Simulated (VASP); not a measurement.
The system is KCl.

```
K Cl
1.0
     3.86462    0.00000    0.00000
     0.00000    3.86462    0.00000
     0.00000    0.00000    3.86462
K Cl
1 1
Cartesian
  0.0000 0.0000 0.0000
  1.9323 1.9323 1.9323
```

This cell differs from its parent crystal: volume scaled by 1.02.

Base run:

| Quantity | Value |
| --- | --- |
| Program | VASP 6.6.1 |
| Functional | PBEsol |
| Potentials or basis | VASP PAW PBE potentials, release 64 (K_sv, Cl) |
| Cutoff | 520 eV |
| k mesh | 7 × 7 × 7 |
| Occupations | fermi-dirac, width 0.05 eV |
| Spin | no spin polarisation |

Its results: band gap on the k mesh 4.56 eV, indirect (least direct gap 4.75 eV); pressure -1.7 GPa.

**Question.** The run is repeated on the same cell with these changes: functional from PBEsol to LDA; potentials or basis from VASP PAW PBE potentials, release 64 (K_sv, Cl) to VASP PAW LDA potentials, release 64 (K_sv, Cl). What comes out?

**Answer.** Band gap on the k mesh 4.31 eV, indirect (least direct gap 4.50 eV); pressure -3.3 GPa.

Caveats: the PAW data sets were made with another functional, which shifts forces and pressure a little (some runs).

A k mesh can miss the band edges.
